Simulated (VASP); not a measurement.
Input of a VASP 6.6.1 run:

Contents of INCAR:

```
SYSTEM = Zn3Cd13Ge16P32
PREC = Accurate
ENCUT = 520
EDIFF = 1E-6
ISMEAR = -1
SIGMA = 0.05
LREAL = Auto
LASPH = .True.
NELM = 80
ALGO = Normal
ISIF = 2
LWAVE = .False.
LCHARG = .True.
GGA = PS
LELF = .True.
LVHAR = .True.
ISYM = 0
NBANDS = 326
LUSENCCL = .False.
```

Contents of KPOINTS:

```
Automatic mesh
0
Gamma
  1 1 1
  0.25 0.25 0.25
```

Contents of POSCAR:

```
Zn3Cd13Ge16P32
1.0
   11.3105250057     -0.0006027515     -0.0002134243
   -0.0006026572     11.3122943074     -0.0002134246
   -0.0002008818     -0.0002009135     10.8350488231
Cd Zn Ge P
13 3 16 32
Direct
    0.9983750000      0.9986190000      0.0029680000
    0.0021120000      0.5017440000      0.0028650000
    0.5016980000      0.0022870000      0.0026080000
    0.4971340000      0.4982980000      0.0035280000
    0.0011340000      0.2497740000      0.2516970000
    0.5019790000      0.7512160000      0.2524290000
    0.2499160000      0.9998130000      0.7510090000
    0.2506640000      0.4988340000      0.7500230000
    0.7526880000      0.9974750000      0.7485100000
    0.7486150000      0.5009200000      0.7498140000
    0.2517280000      0.2478320000      0.4989000000
    0.2477220000      0.7527170000      0.4995560000
    0.7476780000      0.2527110000      0.4985480000
    0.9973590000      0.7479460000      0.2516380000
    0.4993170000      0.2479430000      0.2506630000
    0.7505790000      0.7475250000      0.4972080000
    0.9970470000      0.9949960000      0.4962690000
    0.9982860000      0.5052040000      0.4981560000
    0.5038000000      0.9995340000      0.4980050000
    0.5030480000      0.5005190000      0.4963750000
    0.2502150000      0.9993170000      0.2480810000
    0.2501530000      0.5008600000      0.2514350000
    0.7509050000      0.9981230000      0.2519950000
    0.7500140000      0.5018110000      0.2489180000
    0.2527880000      0.2502140000      0.0010870000
    0.2481830000      0.7501720000      0.9996620000
    0.7483650000      0.2504440000      0.0018750000
    0.7526190000      0.7500480000      0.0008290000
    0.0001140000      0.2499720000      0.7484320000
    0.9975030000      0.7499250000      0.7471830000
    0.5008930000      0.2503110000      0.7486830000
    0.5031080000      0.7505360000      0.7473550000
    0.1396060000      0.1248280000      0.1241000000
    0.1344900000      0.6306640000      0.1323390000
    0.6349150000      0.1292620000      0.1332160000
    0.6387350000      0.6251780000      0.1234350000
    0.1082800000      0.1206280000      0.6220600000
    0.1107340000      0.6246870000      0.6254070000
    0.6119410000      0.1239790000      0.6249690000
    0.6179130000      0.6295780000      0.6162340000
    0.3648640000      0.3686670000      0.1332830000
    0.3610230000      0.8738450000      0.1238200000
    0.8612270000      0.3749240000      0.1254830000
    0.8658050000      0.8686070000      0.1316640000
    0.3811020000      0.1124970000      0.3682310000
    0.3742210000      0.6117010000      0.3758710000
    0.8736170000      0.1107330000      0.3752810000
    0.8725110000      0.6215190000      0.3738380000
    0.1238920000      0.3910220000      0.3764870000
    0.1186220000      0.8830160000      0.3660620000
    0.6192280000      0.3840860000      0.3654950000
    0.6326650000      0.8825450000      0.3815260000
    0.1252330000      0.3599630000      0.8760060000
    0.1221290000      0.8604000000      0.8732970000
    0.6233460000      0.3609440000      0.8752110000
    0.6258550000      0.8610320000      0.8764620000
    0.3914720000      0.3761180000      0.6231430000
    0.3899350000      0.8761740000      0.6235380000
    0.8888030000      0.3766470000      0.6230190000
    0.8814090000      0.8663180000      0.6160650000
    0.3757480000      0.1392880000      0.8741320000
    0.3753440000      0.6388880000      0.8740330000
    0.8740780000      0.1388730000      0.8755090000
    0.8754400000      0.6382900000      0.8748420000
```

Potentials or basis: VASP PAW PBE potentials, release 64 (Cd, Zn, Ge_d, P).

Command:

```bash
$ cat potpaw_PBE.64/Cd/POTCAR potpaw_PBE.64/Zn/POTCAR potpaw_PBE.64/Ge_d/POTCAR potpaw_PBE.64/P/POTCAR > POTCAR
$ mpirun -np 1 vasp_std > vasp.out
```

Q: Estimate the pressure.

A: 0.1 GPa.

Q: What does it give for the largest force?

A: 0.049 eV/Å.

Q: Estimate the band gap on the k mesh.

A: 1.39 eV.

Stress tensor (GPa, compression positive):
```
 0.13 -0.49 -0.45
-0.49  0.13 -0.46
-0.45 -0.46  0.12
```

Caveat: the k points lie up to 0.58 Å⁻¹ apart; the PAW data sets were made with another functional, which shifts forces and pressure a little; a shifted mesh leaves out Γ, where band edges can lie. A k mesh can miss the band edges.
